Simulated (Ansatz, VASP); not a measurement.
CaB6: VASP beside Ansatz

```xyz
7
Lattice="4.1867 0.0000 0.0000 0.0000 4.1867 0.0000 0.0000 0.0000 4.1867" Properties=species:S:1:pos:R:3 pbc="T T T"
Ca    2.0934    2.0934    2.0934
B     0.0000    0.0000    1.2267
B     0.0000    0.0000    2.9600
B     1.2267    0.0000    0.0000
B     2.9600    0.0000    0.0000
B     0.0000    1.2267    0.0000
B     0.0000    2.9600    0.0000
```

Alike in both runs: task single point; functional slater exchange, lda correlation; k mesh 8 × 8 × 8; no spin polarisation.

```csv
,VASP,Ansatz
version,VASP 6.6.1,Ansatz 0.2.0
potentials or method,"VASP PAW PBE potentials, release 64 (Ca_sv, B), cutoff 500 eV",PAW plane waves
occupations,"fermi-dirac, width 0.1 eV",fermi-dirac
valence electrons in the cell,28,28
```

|  | VASP | Ansatz | Ansatz less VASP |
| --- | --- | --- | --- |
| pressure (GPa) | -8.2 | -8.7 | -0.51 |
| rms of the force components (eV/Å) | 0.517 | 0.493 | -0.0240 |

VASP's potentials were made for PBE, not for slater exchange, lda correlation. Atom by atom the forces differ by 0.024 eV/Å (rms over components).
